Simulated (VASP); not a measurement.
# C (P-1) in VASP: notebook

The runs below take C through single point, with PBEsol.

All numbers are computed with VASP 6.6.1; they aren't measurements. Logs are shortened: lines on timing, memory, paths and dates and some standing lists are left out, and cuts for length are marked.

### 1 The cell of the first run

The typed cell holds 6 atoms: a = 2.459 Å, b = 2.459 Å, c = 10.802 Å, α = 87.83°, β = 88.91°, γ = 60.00°.

### 2 Single point, PBEsol (the part above a cut slid along it)

Contents of INCAR:

```
SYSTEM = C
ALGO = Normal ; EDIFF = 1E-6
ENCUT = 520 ; GGA = PS
ISIF = 2 ; ISMEAR = 0
LASPH = .True. ; LCHARG = .False.
LREAL = .False. ; LWAVE = .False.
NBANDS = 21 ; NELM = 100
PREC = Accurate ; SIGMA = 0.05
```

Contents of KPOINTS:

```
k-points
0
Gamma
  15 15 3
  0 0 0
```

Contents of POSCAR:

```
C
1.0
   -2.4589102530      0.0000000000      0.0000000000
   -1.2294551265     -2.1294787447      0.0000000000
   -0.2049091877     -0.3549131241     10.7943044874
C
6
Direct
    0.6666666667      0.6388961774      0.1666229354
    1.0000000000     -0.1388816003      0.8332896020
    0.3333333333      0.2500072886      0.4999562687
    0.6666666667      0.5277760448      0.8333437313
    1.0000000000      0.9166649337      0.5000103980
    0.3333333333      0.3055538226      0.1666770646
```

Potentials or basis: VASP PAW PBE potentials, release 64 (C).

On the command line:

```
> cat potpaw_PBE.64/C/POTCAR > POTCAR
> mpirun -np 1 vasp_std > vasp.out
```

OUTCAR:

```text
SYSTEM = C
   EDIFF = 1E-6
   ENCUT = 520
   GGA = PS
   ISIF = 2
   ISMEAR = 0
   LASPH = .True.
   LREAL = .False.
   NELM = 100
   PREC = Accurate

 ion  position               nearest neighbor table
   1  0.667  0.639  0.167-   6 1.42   6 1.42   6 1.42
   2  0.000  0.861  0.833-   4 1.42   4 1.42   4 1.42
   3  0.333  0.250  0.500-   5 1.42   5 1.42   5 1.42
   4  0.667  0.528  0.833-   2 1.42   2 1.42   2 1.42
   5  0.000  0.917  0.500-   3 1.42   3 1.42   3 1.42
   6  0.333  0.306  0.167-   1 1.42   1 1.42   1 1.42

  LATTYP: Found a base centered monoclinic cell.
 ALAT       =     2.4589102530
 B/A-ratio  =     1.7320508076
 C/A-ratio  =     4.3930360165
 COS(beta)  =    -0.0379388346

  Lattice vectors:

 A1 = (   2.4589102530,   0.0000000000,   0.0000000000)
 A2 = (  -1.2294551265,   2.1294787447,   0.0000000000)
 A3 = (  -0.2049091877,  -0.3549131241,  10.7943044874)

Analysis of symmetry for initial positions (statically):
=====================================================================
 Subroutine PRICEL returns:
 Original cell was already a primitive cell.

 Routine SETGRP: Setting up the symmetry group for a
 base centered monoclinic supercell.

 Subroutine GETGRP returns: Found  2 space group operations
 (whereof  1 operations were pure point group operations)
 out of a pool of  4 trial point group operations.

The static configuration has the point symmetry C_1 .
 The point group associated with its full space group is S_2 .

Analysis of symmetry for dynamics (positions and initial velocities):
=====================================================================
 Subroutine PRICEL returns:
 Original cell was already a primitive cell.

 Routine SETGRP: Setting up the symmetry group for a
 base centered monoclinic supercell.

 Subroutine GETGRP returns: Found  2 space group operations
 (whereof  1 operations were pure point group operations)
 out of a pool of  4 trial point group operations.

The dynamic configuration has the point symmetry C_1 .
 The point group associated with its full space group is S_2 .

 Subroutine INISYM returns: Found  2 space group operations
 (whereof  1 operations are pure point group operations),
[... 94 lines left out ...]
 SYSTEM =  C
   PREC   = accura    normal or accurate (medium, high low for compatibility)
   ISTART =      0    job   : 0-new  1-cont  2-samecut
   ICHARG =      2    charge: 1-file 2-atom 10-const
   ISPIN  =      1    spin polarized calculation?
   LNONCOLLINEAR =      F non collinear calculations
   LSORBIT =      F    spin-orbit coupling
   LASPH  =      T    aspherical Exc in radial PAW
   ENCUT  =  520.0 eV  38.22 Ry    6.18 a.u.   4.57  4.57 20.08*2*pi/ulx,y,z
   NELM   =    100;   NELMIN=  2; NELMDL= -5     # of ELM steps
   EDIFF  = 0.1E-05   stopping-criterion for ELM
   LREAL  =      F    real-space projection
   EDIFFG = 0.1E-04   stopping-criterion for IOM
   NSW    =      0    number of steps for IOM
   IBRION =     -1    ionic relax: 0-MD 1-quasi-New 2-CG
   NFREE  =      0    steps in history (QN), initial steepest desc. (CG)
   ISIF   =      2    stress and relaxation
   ISYM   =      2    0-nonsym 1-usesym 2-fastsym
   POTIM  = 0.5000    time-step for ionic-motion
   TEBEG  =    0.0;   TEEND  =   0.0 temperature during run
   PSTRESS=    0.0 pullay stress
   NELECT =      24.0000    total number of electrons
   NUPDOWN=      -1.0000    fix difference up-down
   EMIN   =  10.00;   EMAX   =-10.00  energy-range for DOS
   EFERMI =   0.00;   METHOD = LEGACY
   ISMEAR =     0;   SIGMA  =   0.05  broadening in eV -4-tet -1-fermi 0-gaus
   EFERMI_NEDOS =   21; number of points for ismear=-14 and -15
   IALGO  =     38    algorithm
   IMIX   =      4    mixing-type and parameters
     AMIX     =   0.40;   BMIX     =  1.00
     AMIX_MAG =   1.60;   BMIX_MAG =  1.00
  volume/ion in A,a.u.               =       9.42        63.57
  Fermi-wavevector in a.u.,A,eV,Ry     =   1.230481  2.325273 20.600367  1.514084
  Thomas-Fermi vector in A             =   2.365328
   LORBIT       =      0    0 simple, 1 ext, 2 COOP (PROOUT), +10 PAW based schemes
   GGA     = PS    functional components
   LHFCALC =     F    Hartree Fock is set to
   AEXX    =    0.0000 exact exchange contribution
   IVDW    =     0    specifies the selected vdW correction
   LEPSILON=     F    determine dielectric tensor
   LRPA    =     F    only Hartree local field effects (RPA)
 non-spin polarized calculation
 Gauss-broadening in eV      SIGMA  =   0.05
  energy-cutoff  :      520.00
  volume of cell :       56.52
 maximum number of plane-waves:      1547
   NGX =  9   NGY =  9   NGZ = 41

 number of electron      23.9999993 magnetization

 Free energy of the ion-electron system (eV)
  ---------------------------------------------------
  ext. energy  EPLUGINS =         0.00000000
  ---------------------------------------------------
  free energy    TOTEN  =       -57.86743931 eV

  energy without entropy =      -57.86743927  energy(sigma->0) =      -57.86743929

 E-fermi :   4.0525     XC(G=0): -10.0671

 val. band max:        3.9025808957   @ k =  -0.3333   0.3333   0.0000
 cond. band min:       4.2020727547   @ k =  -0.3333   0.3333   0.0000
 fundamental gap:      0.2994918590
 Fermi energy:         4.0525061422

 k-point     1 :       0.0000    0.0000    0.0000
  band No.  band energies     occupation
      1     -15.5695      2.00000
      2     -15.4394      2.00000
      3     -15.4392      2.00000
      4      -3.9977      2.00000
      5      -3.9972      2.00000
      6      -2.9148      2.00000
[... 565 lines left out ...]
     20      14.1188      0.00000
     21      14.1390      0.00000

 [... further k-points ...]
[... 5 lines left out ...]
  --------------------------------------------------------------------------------------
  -------------------------------------------------------------------------------------
  Total        0.3543956      0.3370633     -0.0091169      0.0032492      0.0180504      0.0230355
  in kB       10.0458866      9.5545768     -0.2584333      0.0921024      0.5116674      0.6529772
  external PRESSURE =       6.4473434 kB  Pullay stress =       0.0000000 kB

 VOLUME and BASIS-vectors are now :
 -----------------------------------------------------------------------------
  energy-cutoff  :      520.00
  volume of cell :       56.52
      direct lattice vectors                 reciprocal lattice vectors
    -2.458910253  0.000000000  0.000000000    -0.406684221  0.234799244  0.000000000
    -1.229455126 -2.129478745  0.000000000     0.000000000 -0.469598489 -0.015440241
    -0.204909188 -0.354913124 10.794304487     0.000000000  0.000000000  0.092641448

 POSITION                                       TOTAL-FORCE (eV/Angst)
 -----------------------------------------------------------------------------------
     -2.45891     -1.41965      1.79858         0.002908      0.002452      0.001642
     -1.22946     -2.12948      8.99478        -0.002393     -0.001102     -0.002623
     -1.22946     -0.70983      5.39668         0.000497      0.000681     -0.001691
     -2.45891     -1.41965      8.99537        -0.002908     -0.002452     -0.001642
     -1.22946     -2.12948      5.39726        -0.000497     -0.000681      0.001691
     -1.22946     -0.70983      1.79916         0.002393      0.001102      0.002623
 -----------------------------------------------------------------------------------
    total drift:                                0.000000      0.000000     -0.000001

  FREE ENERGIE OF THE ION-ELECTRON SYSTEM (eV)
  ---------------------------------------------------
  free  energy   TOTEN  =       -57.8674393081 eV

  energy  without entropy=      -57.8674392674  energy(sigma->0) =      -57.86743929
```

stdout:

```text
POSCAR found type information on POSCAR C
 POSCAR found :  1 types and       6 ions
 scaLAPACK will be used
 -----------------------------------------------------------------------------
|                                                                             |
|                                                                             |
|     You enforced a specific xc type in the INCAR file but a different       |
|     I HOPE YOU KNOW WHAT YOU ARE DOING!                                     |
|                                                                             |
 -----------------------------------------------------------------------------

 LDA part: xc-table for (Slater+PW92), standard interpolation
 POSCAR, INCAR and KPOINTS ok, starting setup
 FFT: planning ... GRIDC
 FFT: planning ... GRID_SOFT
 FFT: planning ... GRID
 WAVECAR not read
 entering main loop
```

Wall time 2.9 min (1 thread of Oxide Virtual Turin-like, shared host); peak memory 0.34 GiB.

Results:

```
Free energy   : -57.8674 eV
Pressure      : 0.6 GPa
Largest force : 0.004 eV/Å
```

Forces on the atoms (eV/Å):
```
C    0.003  0.002  0.002
C   -0.002 -0.001 -0.003
C    0.000  0.001 -0.002
C   -0.003 -0.002 -0.002
C    0.000 -0.001  0.002
C    0.002  0.001  0.003
```

Caveat: the cell differs from its parent crystal (the part above a cut slid along it); this functional lacks dispersion, which binds layers or chains, so the pressure and a relaxed spacing across them are unreliable; the PAW data sets were made with another functional, which shifts forces and pressure a little.

### 3 Single point, PBEsol (the part above a cut slid along it)

Contents of INCAR:

```
PREC     = Accurate       # precision mode
ENCUT    = 520            # plane-wave cutoff, eV
EDIFF    = 1E-6           # SCF threshold, eV
ISMEAR   = 0              # smearing method
SIGMA    = 0.05           # smearing width, eV
LREAL    = False          # projectors in reciprocal space
LASPH    = True           # aspherical terms in the spheres
NELM     = 60             # most SCF steps
ALGO     = Normal         # electronic algorithm
ISIF     = 2              # what is computed and relaxed
LWAVE    = False          # write WAVECAR
LCHARG   = False          # write CHGCAR
GGA      = PS             # functional
NBANDS   = 21             # bands
```

Contents of KPOINTS:

```
regular mesh
0
Gamma
  15 15 3
```

Contents of POSCAR:

```
C
1.0
   -2.4589102530      0.0000000000      0.0000000000
   -1.2294551265     -2.1294787447      0.0000000000
   -0.8196367510     -0.7098262482     10.7943044874
C
6
Direct
    0.6388961774      0.6111256882      0.1666229354
    0.8611183997     -0.2777632007      0.8332896020
    0.2500072886      0.1666812438      0.4999562687
    0.5277760448      0.3888854229      0.8333437313
    0.9166649337      0.8333298673      0.5000103980
    0.3055538226      0.2777743118      0.1666770646
```

Potentials or basis: VASP PAW PBE potentials, release 64 (C).

On the command line:

```
> cat potpaw_PBE.64/C/POTCAR > POTCAR
> mpirun -np 1 vasp_std > vasp.out
```

Run time: 3.2 min. Hardware: 1 thread of Oxide Virtual Turin-like, shared host; peak memory 0.33 GiB.

The run converged. Its results:

* Free energy: -57.8594 eV
* Pressure: 0.7 GPa
* Largest force: 0.019 eV/Å

Forces on the atoms (eV/Å):
```
C    0.005  0.001  0.019
C   -0.005  0.000 -0.010
C    0.002  0.000  0.000
C   -0.005 -0.001 -0.019
C   -0.002  0.000  0.000
C    0.005  0.000  0.010
```

Stress tensor (GPa, compression positive):
```
0.94 0.00 0.13
0.00 0.91 0.01
0.13 0.01 0.26
```

Caveat: the cell differs from its parent crystal (the part above a cut slid along it); this functional lacks dispersion, which binds layers or chains, so the pressure and a relaxed spacing across them are unreliable; the PAW data sets were made with another functional, which shifts forces and pressure a little.
